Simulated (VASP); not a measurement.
# TaSi2 (P6_222) in VASP: notebook

Runs on TaSi2. Level: r2SCAN+rVV10. Tasks: single point.

Program: VASP 6.6.1. These are calculated values, not measurements. Logs are shortened: lines on timing, memory, paths and dates and some standing lists are left out, and cuts for length are marked.

**1. The cell of the first run**

It takes space group P6_222 (No. 180, hexagonal). Conventional cell: a = 4.769 Å, b = 4.769 Å, c = 6.521 Å, α = 90.00°, β = 90.00°, γ = 120.00°. Within 3.4 Å of Ta (site symmetry 222) lie 10 Si at 2.59 to 2.82 Å and 4 Ta at 3.23 Å. Si (site symmetry 2) has 9 Si at 2.54 to 3.31 Å and 5 Ta at 2.59 to 2.82 Å within 3.4 Å.

**2. Single point, r2SCAN+rVV10**

Contents of POSCAR:

```
TaSi2
1.0
    4.7686266500      0.0000000000      0.0000000000
   -2.3843133300      4.1297518200      0.0000000000
    0.0000000000      0.0000000000      6.5214099500
Ta Si
3 6
Direct
    0.0000000000      0.5000000000      0.1666666700
    0.5000000000      0.5000000000      0.8333333300
    0.5000000000      0.0000000000      0.5000000000
    0.8413836500      0.6827673000      0.5000000000
    0.1586163500      0.8413836500      0.8333333300
    0.6827673000      0.8413836500      0.1666666700
    0.1586163500      0.3172327000      0.5000000000
    0.8413836500      0.1586163500      0.8333333300
    0.3172327000      0.1586163500      0.1666666700
```

Contents of INCAR.step1:

```
SYSTEM = TaSi2
ALGO = Normal ; EDIFF = 1E-5
ENCUT = 550 ; GGA = PE
GGA_COMPAT = .False. ; ISMEAR = 0
LASPH = .True. ; LCHARG = .False.
LREAL = .False. ; LWAVE = .True.
NBANDS = 38 ; NELM = 120
PREC = Accurate ; SIGMA = 0.1
```

Contents of INCAR.step2:

```
SYSTEM = TaSi2
ALGO = Normal ; BPARAM = 11.95
CPARAM = 0.0093 ; EDIFF = 1E-6
ENCUT = 550 ; GGA_COMPAT = .False.
ISIF = 2 ; ISMEAR = 0
ISTART = 1 ; IVDW_NL = 2
LASPH = .True. ; LCHARG = .True.
LELF = .True. ; LMIXTAU = .True.
LREAL = .False. ; LUSE_VDW = .True.
LVHAR = .True. ; LWAVE = .False.
METAGGA = R2SCAN ; NBANDS = 38
NELM = 120 ; PREC = Accurate
SIGMA = 0.1
```

Contents of KPOINTS:

```
k-points
0
Gamma
  6 6 4
  0 0 0
```

Potentials or basis: VASP PAW PBE potentials, release 64 (Ta_pv, Si).

Launch:

```
$ cat potpaw_PBE.64/Ta_pv/POTCAR potpaw_PBE.64/Si/POTCAR > POTCAR
$ cp INCAR.step1 INCAR
$ mpirun -np 1 vasp_std > vasp.out
$ cp INCAR.step2 INCAR
$ mpirun -np 1 vasp_std > vasp.out
```

OUTCAR:

```text
SYSTEM = TaSi2
   BPARAM = 11.95
   EDIFF = 1E-6
   ENCUT = 550
   ISIF = 2
   ISMEAR = 0
   ISTART = 1
   IVDW_NL = 2
   LASPH = .True.
   LREAL = .False.
   METAGGA = R2SCAN
   NELM = 120
   PREC = Accurate

 ion  position               nearest neighbor table
   1  0.000  0.500  0.167-   4 2.59   7 2.59   5 2.59   8 2.59   9 2.72   6 2.72   9 2.72   6 2.72
                             6 2.82   9 2.82   3 3.23   3 3.23   2 3.23   2 3.23
   2  0.500  0.500  0.833-   4 2.59   7 2.59   6 2.59   9 2.59   5 2.72   8 2.72   5 2.72   8 2.72
                             8 2.82   5 2.82   3 3.23   3 3.23   1 3.23   1 3.23
   3  0.500  0.000  0.500-   5 2.59   8 2.59   6 2.59   9 2.59   7 2.72   4 2.72   7 2.72   4 2.72
                             7 2.82   4 2.82   1 3.23   1 3.23   2 3.23   2 3.23
   4  0.841  0.683  0.500-   5 2.54   6 2.54   2 2.59   1 2.59   7 2.62   3 2.72   3 2.72   3 2.82
                             7 2.82   7 2.82   9 3.14   8 3.14
   5  0.159  0.841  0.833-   4 2.54   9 2.54   3 2.59   1 2.59   8 2.62   2 2.72   2 2.72   2 2.82
                             8 2.82   8 2.82   7 3.14   6 3.14
   6  0.683  0.841  0.167-   4 2.54   8 2.54   3 2.59   2 2.59   9 2.62   1 2.72   1 2.72   1 2.82
                             9 2.82   9 2.82   7 3.14   5 3.14
   7  0.159  0.317  0.500-   8 2.54   9 2.54   2 2.59   1 2.59   4 2.62   3 2.72   3 2.72   3 2.82
                             4 2.82   4 2.82   6 3.14   5 3.14
   8  0.841  0.159  0.833-   7 2.54   6 2.54   3 2.59   1 2.59   5 2.62   2 2.72   2 2.72   2 2.82
                             5 2.82   5 2.82   4 3.14   9 3.14
   9  0.317  0.159  0.167-   7 2.54   5 2.54   3 2.59   2 2.59   6 2.62   1 2.72   1 2.72   1 2.82
                             6 2.82   6 2.82   4 3.14   8 3.14

  LATTYP: Found a hexagonal cell.
 ALAT       =     4.7686266500
 C/A-ratio  =     1.3675656386

  Lattice vectors:

 A1 = (   4.7686266500,   0.0000000000,   0.0000000000)
 A2 = (  -2.3843133300,   4.1297518200,   0.0000000000)
 A3 = (   0.0000000000,   0.0000000000,   6.5214099500)

Analysis of symmetry for initial positions (statically):
=====================================================================
 Subroutine PRICEL returns:
 Original cell was already a primitive cell.

 Routine SETGRP: Setting up the symmetry group for a
 hexagonal supercell.

 Subroutine GETGRP returns: Found 12 space group operations
 (whereof  4 operations were pure point group operations)
 out of a pool of 24 trial point group operations.

The static configuration has the point symmetry D_2 .
 The point group associated with its full space group is D_6 .

Analysis of symmetry for dynamics (positions and initial velocities):
=====================================================================
 Subroutine PRICEL returns:
 Original cell was already a primitive cell.

 Routine SETGRP: Setting up the symmetry group for a
 hexagonal supercell.

 Subroutine GETGRP returns: Found 12 space group operations
 (whereof  4 operations were pure point group operations)
 out of a pool of 24 trial point group operations.

The dynamic configuration has the point symmetry D_2 .
 The point group associated with its full space group is D_6 .

 Subroutine INISYM returns: Found 12 space group operations
 (whereof  4 operations are pure point group operations),
 and found     1 'primitive' translations

----------------------------------------------------------------------------------------

                                     Primitive cell

  volume of cell :     128.4277

  direct lattice vectors                    reciprocal lattice vectors
     4.768626650  0.000000000  0.000000000     0.209703983  0.121072651  0.000000000
    -2.384313330  4.129751820  0.000000000     0.000000000  0.242145302  0.000000000
     0.000000000  0.000000000  6.521409950     0.000000000  0.000000000  0.153341073

  length of vectors
     4.768626650  4.768626652  6.521409950     0.242145302  0.242145302  0.153341073

  position of ions in fractional coordinates (direct lattice)
     0.000000000  0.500000000  0.166666670
     0.500000000  0.500000000  0.833333330
     0.500000000  0.000000000  0.500000000
     0.841383650  0.682767300  0.500000000
     0.158616350  0.841383650  0.833333330
     0.682767300  0.841383650  0.166666670
     0.158616350  0.317232700  0.500000000
     0.841383650  0.158616350  0.833333330
     0.317232700  0.158616350  0.166666670

  ion indices of the primitive-cell ions
   primitive index   ion index
                 1           1
                 2           2
                 3           3
                 4           4
                 5           5
                 6           6
                 7           7
                 8           8
                 9           9

----------------------------------------------------------------------------------------

 KPOINTS: k-points

Automatic generation of k-mesh.
 Grid dimensions read from file:
 generate k-points for:    6    6    4

 Generating k-lattice:

  Cartesian coordinates                     Fractional coordinates (reciprocal lattice)
     0.034950664  0.020178775  0.000000000     0.166666667  0.000000000  0.000000000
     0.000000000  0.040357550  0.000000000     0.000000000  0.166666667  0.000000000
     0.000000000  0.000000000  0.038335268     0.000000000  0.000000000  0.250000000

  Length of vectors
     0.040357550  0.040357550  0.038335268

  Shift w.r.t. Gamma in fractional coordinates (k-lattice)
     0.000000000  0.000000000  0.000000000

 Subroutine IBZKPT returns following result:
 ===========================================

 Found     21 irreducible k-points:

 Following reciprocal coordinates:
            Coordinates               Weight
  0.000000  0.000000  0.000000      1.000000
  0.166667 -0.000000  0.000000      6.000000
  0.333333 -0.000000  0.000000      6.000000
  0.500000 -0.000000  0.000000      3.000000
  0.166667  0.166667  0.000000      6.000000
  0.333333  0.166667  0.000000     12.000000
[... 13 lines left out ...]
  0.333333  0.166667  0.500000     12.000000
  0.333333  0.333333  0.500000      2.000000
   k-points           NKPTS =     21   k-points in BZ     NKDIM =     21   number of bands    NBANDS=     38
   number of dos      NEDOS =    301   number of ions     NIONS =      9
   total plane-waves  NPLWV =  64800
   dimension x,y,z NGX =    36 NGY =   36 NGZ =   50
   dimension x,y,z NGXF=    72 NGYF=   72 NGZF=  100
   ions per type =               3   6
   NGX,Y,Z   is equivalent  to a cutoff of  12.55, 12.55, 12.75 a.u.
   NGXF,Y,Z  is equivalent  to a cutoff of  25.10, 25.10, 25.49 a.u.
 SYSTEM =  TaSi2
   PREC   = accura    normal or accurate (medium, high low for compatibility)
   ISTART =      1    job   : 0-new  1-cont  2-samecut
   ICHARG =      0    charge: 1-file 2-atom 10-const
   ISPIN  =      1    spin polarized calculation?
   LNONCOLLINEAR =      F non collinear calculations
   LSORBIT =      F    spin-orbit coupling
   LASPH  =      T    aspherical Exc in radial PAW
   ENCUT  =  550.0 eV  40.42 Ry    6.36 a.u.   9.12  9.12 12.47*2*pi/ulx,y,z
   NELM   =    120;   NELMIN=  2; NELMDL=  0     # of ELM steps
   EDIFF  = 0.1E-05   stopping-criterion for ELM
   LREAL  =      F    real-space projection
   EDIFFG = 0.1E-04   stopping-criterion for IOM
   NSW    =      0    number of steps for IOM
   IBRION =     -1    ionic relax: 0-MD 1-quasi-New 2-CG
   NFREE  =      0    steps in history (QN), initial steepest desc. (CG)
   ISIF   =      2    stress and relaxation
   ISYM   =      2    0-nonsym 1-usesym 2-fastsym
   POTIM  = 0.5000    time-step for ionic-motion
   TEBEG  =    0.0;   TEEND  =   0.0 temperature during run
   PSTRESS=    0.0 pullay stress
   NELECT =      57.0000    total number of electrons
   NUPDOWN=      -1.0000    fix difference up-down
   EMIN   =  10.00;   EMAX   =-10.00  energy-range for DOS
   EFERMI =   0.00;   METHOD = LEGACY
   ISMEAR =     0;   SIGMA  =   0.10  broadening in eV -4-tet -1-fermi 0-gaus
   EFERMI_NEDOS =   21; number of points for ismear=-14 and -15
   IALGO  =     38    algorithm
   IMIX   =      4    mixing-type and parameters
     AMIX     =   0.40;   BMIX     =  1.00
     AMIX_MAG =   1.60;   BMIX_MAG =  1.00
  volume/ion in A,a.u.               =      14.27        96.30
  Fermi-wavevector in a.u.,A,eV,Ry     =   1.248763  2.359821 21.217064  1.559410
  Thomas-Fermi vector in A             =   2.382835
   LORBIT       =      0    0 simple, 1 ext, 2 COOP (PROOUT), +10 PAW based schemes
   METAGGA = R2SCAN    functional components
   LHFCALC =     F    Hartree Fock is set to
   AEXX    =    0.0000 exact exchange contribution
   IVDW_NL    =     2    kernel type
   BPARAM     =11.9500
   IVDW    =     0    specifies the selected vdW correction
   LEPSILON=     F    determine dielectric tensor
   LRPA    =     F    only Hartree local field effects (RPA)
 non-spin polarized calculation
 Gauss-broadening in eV      SIGMA  =   0.10
  energy-cutoff  :      550.00
  volume of cell :      128.43
 maximum number of plane-waves:      3778
   NGX = 19   NGY = 19   NGZ = 25

 number of electron      57.0000001 magnetization

 Free energy of the ion-electron system (eV)
  ---------------------------------------------------
  ext. energy  EPLUGINS =         0.00000000
  ---------------------------------------------------
  free energy    TOTEN  =      -201.71684775 eV

  energy without entropy =     -201.70162661  energy(sigma->0) =     -201.70923718

 E-fermi :   9.4922     XC(G=0): -13.0659

 val. band max:        9.4495166550   @ k =   0.3333   0.1667   0.5000
 cond. band min:       9.5824315363   @ k =   0.3333   0.1667   0.2500
 fundamental gap:      0.1329148813
 Fermi energy:         9.4921521643

 k-point     1 :       0.0000    0.0000    0.0000
  band No.  band energies     occupation
      1     -26.0697      2.00000
      2     -26.0654      2.00000
      3     -26.0654      2.00000
      4     -25.9990      2.00000
      5     -25.9990      2.00000
      6     -25.8874      2.00000
[... 30 lines left out ...]
     37      13.6907      0.00000
     38      13.9078      0.00000

 k-point     2 :       0.1667   -0.0000    0.0000
  band No.  band energies     occupation
      1     -26.0983      2.00000
      2     -26.0727      2.00000
      3     -26.0412      2.00000
      4     -26.0002      2.00000
      5     -25.9949      2.00000
      6     -25.8920      2.00000
[... 30 lines left out ...]
     37      13.5661      0.00000
     38      13.7752      0.00000

 k-point     3 :       0.3333   -0.0000    0.0000
  band No.  band energies     occupation
      1     -26.1199      2.00000
      2     -26.0854      2.00000
      3     -26.0306      2.00000
      4     -26.0037      2.00000
      5     -25.9859      2.00000
      6     -25.8960      2.00000
[... 30 lines left out ...]
     37      13.5268      0.00000
     38      14.1830      0.00000

 k-point     4 :       0.5000   -0.0000    0.0000
  band No.  band energies     occupation
      1     -26.1274      2.00000
      2     -26.0910      2.00000
      3     -26.0288      2.00000
      4     -26.0058      2.00000
      5     -25.9823      2.00000
      6     -25.8970      2.00000
[... 30 lines left out ...]
     37      13.2333      0.00000
     38      13.9286      0.00000
[... 580 lines left out ...]
      4     -26.0076      2.00000
      5     -25.9475      2.00000
      6     -25.9245      2.00000
[... 30 lines left out ...]
     37      13.4204      0.00000
     38      13.5534      0.00000

 k-point    20 :       0.3333    0.1667    0.5000
  band No.  band energies     occupation
      1     -26.1186      2.00000
      2     -26.0845      2.00000
      3     -26.0742      2.00000
      4     -25.9995      2.00000
      5     -25.9508      2.00000
      6     -25.9203      2.00000
[... 30 lines left out ...]
     37      13.2462      0.00000
     38      13.6011      0.00000

 k-point    21 :       0.3333    0.3333    0.5000
  band No.  band energies     occupation
      1     -26.1164      2.00000
      2     -26.0879      2.00000
      3     -26.0879      2.00000
      4     -25.9730      2.00000
      5     -25.9730      2.00000
      6     -25.9178      2.00000
[... 30 lines left out ...]
     37      13.3145      0.00000
     38      13.4573      0.00000

------------------------ aborting loop because EDIFF is reached ----------------------------------------

  FORCE on cell =-STRESS in cart. coord.  units (eV):
  Direction    XX          YY          ZZ          XY          YZ          ZX
  --------------------------------------------------------------------------------------
  -------------------------------------------------------------------------------------
  Total        0.6599451      0.6599451      2.6339525     -0.0000000     -0.0000000      0.0000000
  in kB        8.2330289      8.2330289     32.8594091     -0.0000000     -0.0000000      0.0000000
  external PRESSURE =      16.4418223 kB  Pullay stress =       0.0000000 kB

 VOLUME and BASIS-vectors are now :
 -----------------------------------------------------------------------------
  energy-cutoff  :      550.00
  volume of cell :      128.43
      direct lattice vectors                 reciprocal lattice vectors
     4.768626650  0.000000000  0.000000000     0.209703983  0.121072651  0.000000000
    -2.384313330  4.129751820  0.000000000     0.000000000  0.242145302  0.000000000
     0.000000000  0.000000000  6.521409950     0.000000000  0.000000000  0.153341073

 POSITION                                       TOTAL-FORCE (eV/Angst)
 -----------------------------------------------------------------------------------
     -1.19216      2.06488      1.08690         0.000000     -0.000000     -0.000000
      1.19216      2.06488      5.43451         0.000000     -0.000000     -0.000000
      2.38431      0.00000      3.26070         0.000000     -0.000000     -0.000000
      2.38431      2.81966      3.26070        -0.000000      0.014364     -0.000000
     -1.24974      3.47471      5.43451        -0.012440      0.007182      0.000000
      1.24974      3.47471      1.08690         0.012440      0.007182     -0.000000
     -0.00000      1.31009      3.26070         0.000000     -0.014364     -0.000000
      3.63405      0.65505      5.43451         0.012440     -0.007182     -0.000000
      1.13457      0.65505      1.08690        -0.012440     -0.007182      0.000000
 -----------------------------------------------------------------------------------
    total drift:                               -0.000000     -0.000000      0.000008

  FREE ENERGIE OF THE ION-ELECTRON SYSTEM (eV)
  ---------------------------------------------------
  free  energy   TOTEN  =      -201.7168477514 eV

  energy  without entropy=     -201.7016266135  energy(sigma->0) =     -201.70923718
```

Run time: 19 min. Hardware: 1 thread of Oxide Virtual Turin-like, shared host; peak memory 0.51 GiB.

Results:

```
Free energy            : -201.7168 eV
Pressure               : 1.6 GPa
Largest force          : 0.014 eV/Å
Band gap on the k mesh : zero (an odd number of electrons rules out a gap without spin polarisation)
```

Forces in eV/Å, atoms in the order of the input:
```
Ta   0.000  0.000  0.000
Ta   0.000  0.000  0.000
Ta   0.000  0.000  0.000
Si   0.000  0.014  0.000
Si  -0.012  0.007  0.000
Si   0.012  0.007  0.000
Si   0.000 -0.014  0.000
Si   0.012 -0.007  0.000
Si  -0.012 -0.007  0.000
```

Stress tensor (GPa, compression positive):
```
0.82 0.00 0.00
0.00 0.82 0.00
0.00 0.00 3.29
```

Levels at points of the mesh, in eV from the Fermi level:
```tsv
k point	band 27	band 28	band 29	band 30	band 31	band 32
(0.00, 0.00, 0.00)	-2.39	-2.39	-1.72	0.87	3.23	3.23
(0.50, 0.00, 0.00)	-0.77	-0.10	-0.08	0.94	1.31	1.65
(0.00, 0.00, 0.50)	-2.03	-2.03	1.30	1.30	2.91	2.91
(0.50, 0.00, 0.50)	-1.92	-0.73	-0.32	1.68	2.14	2.72
```

Caveat: the PAW data sets were made with another functional, which shifts forces and pressure a little; spin-orbit coupling is left out, which moves the levels of the heavy elements; an odd number of electrons without spin polarisation forces a metal; a magnetic or distorted state may lie lower.

(Continued in part 2 of 2.)

The gap in the log of VASP goes by the Fermi energy; the results here count the filled bands.